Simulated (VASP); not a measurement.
Input of a VASP 6.6.1 run:

Contents of INCAR:

```
SYSTEM = HfC
  ALGO = Normal
  EDIFF = 1E-7
  ENCUT = 520
  GGA = CA
  ISIF = 2
  ISMEAR = -1
  LASPH = .True.
  LCHARG = .False.
  LREAL = .False.
  LWAVE = .False.
  NBANDS = 14
  NELM = 80
  PREC = Accurate
  SIGMA = 0.05
```

KPOINTS

```
k-points
0
Gamma
  12 12 12
  0 0 0
```

The input POSCAR:

```
HfC
1.0
   -1.6167953972      2.2865450434      1.6168767941
    1.6167953972     -2.2865450434      1.6168767941
    1.6167953972      2.2865450434     -1.6168767941
Hf C
1 1
Direct
    1.0820829521      1.0820829521      0.0000000000
    0.5820837079      0.0820837079      0.5000000000
```

Potentials or basis: VASP PAW LDA potentials, release 64 (Hf_pv, C).

The run is started by

```console
$ cat potpaw_LDA.64/Hf_pv/POTCAR potpaw_LDA.64/C/POTCAR > POTCAR
$ mpirun -np 1 vasp_std > vasp.out
```

(1) Predict the band gap on the k mesh.

(2) Estimate the pressure.

Results:

(1) zero (band 7 reaches 7.30 eV, above the bottom of band 8 at 5.84 eV).

(2) 0.7 GPa.

Caveat: spin-orbit coupling is left out, which moves the levels of the heavy elements.
